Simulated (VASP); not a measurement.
Write the native input for VASP 6.6.1 that does the following.

| Item | Value |
| --- | --- |
| Task | single point |
| Functional | PBE |
| Potentials or basis | VASP PAW PBE potentials, release 64 (Sc_sv, S) |
| Cutoff | 520 eV |
| k mesh | 6 × 6 × 4 |
| Occupations | gaussian, width 0.1 eV |
| Spin | no spin polarisation |
| Dipole correction | no |
| Further INCAR settings | ALGO = Normal; EDIFF = 1e-07; NBANDS = 26 |

The structure of ScS4 lies in POSCAR:

```
ScS4
1.0
    5.2490192142      0.0000000000      0.0000000000
   -2.6245096071      4.5457839844      0.0000000000
    0.0000000000      0.0000000000      4.9850265653
Sc S
1 4
Direct
    0.0000000000      0.0000000000      0.0000000000
    0.5000000000      0.0000000000      0.0000000000
    0.0000000000      0.5000000000      0.0000000000
    0.5000000000      0.5000000000      0.0000000000
    0.0000000000      0.0000000000      0.5000000000
```

The cell was generated, and may not be a known phase.

These files were run (other wordings do the same):

INCAR

```
ALGO = Normal
EDIFF = 1E-7
ENCUT = 520
GGA = PE
ISIF = 2
ISMEAR = 0
LASPH = True
LCHARG = False
LREAL = False
LWAVE = False
NBANDS = 26
NELM = 100
PREC = Accurate
SIGMA = 0.1
```

KPOINTS

```
k-points
0
Gamma
  6 6 4
```

Potentials or basis: VASP PAW PBE potentials, release 64 (Sc_sv, S).

Run with:

```console
$ cat potpaw_PBE.64/Sc_sv/POTCAR potpaw_PBE.64/S/POTCAR > POTCAR
$ mpirun -np 1 vasp_std > vasp.out
```

It gave:

```
Pressure               : 0.1 GPa
Band gap on the k mesh : zero (an odd number of electrons rules out a gap without spin polarisation)
```

Wall time 35 s on 1 thread of Intel(R) Xeon(R) 6975P-C (Granite Rapids), on a shared host, peak memory 0.25 GiB.
